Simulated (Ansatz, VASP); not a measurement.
Te2Mo: VASP beside Ansatz

```
Te Mo
1.0
     3.54004    0.00000    0.00000
    -1.77002    3.06577    0.00000
     0.00000    0.00000   22.02678
Te Mo
6 3
Direct
  0.00000 0.00000 0.91850
  0.33333 0.66667 0.59635
  0.33333 0.66667 0.24065
  0.33333 0.66667 0.75935
  0.33333 0.66667 0.40365
  0.00000 0.00000 0.08150
  0.00000 0.00000 0.67782
  0.00000 0.00000 0.32218
  0.33333 0.66667 0.00000
```

Alike in both runs: functional r2SCAN; dispersion rVV10; k mesh 9 × 9 × 1; occupations gaussian, width 0.02 eV; no spin polarisation.

Ansatz relaxed the structure, and its values are those at the end. VASP's run is a single point on that final structure, the one shown.

|  | VASP | Ansatz |
| --- | --- | --- |
| version | VASP 6.6.1 | Ansatz 0.2.0 |
| potentials or method | VASP PAW PBE potentials, release 64 (Te, Mo_sv), cutoff 550 eV | scalar-relativistic, plane waves, PAW |
| valence electrons in the cell | 78 | 138 |

VASP gave:

* gap on the k mesh at the Fermi level (eV): 1.03
* least direct gap on the mesh (eV): 1.13
* pressure (GPa): 0.4
* rms of the force components (eV/Å): 0.025

Task: Which values does Ansatz return?

Result: gap on the k mesh at the Fermi level (eV): 1.04; least direct gap on the mesh (eV): 1.13; pressure (GPa): 0.0; rms of the force components (eV/Å): 0.000.

VASP's potentials were made for PBE, not for r2SCAN. VASP's potentials hold 78 valence electrons a cell and Ansatz's 138, so a difference there can come from the potentials and not from the codes.

Spin-orbit coupling is off throughout.
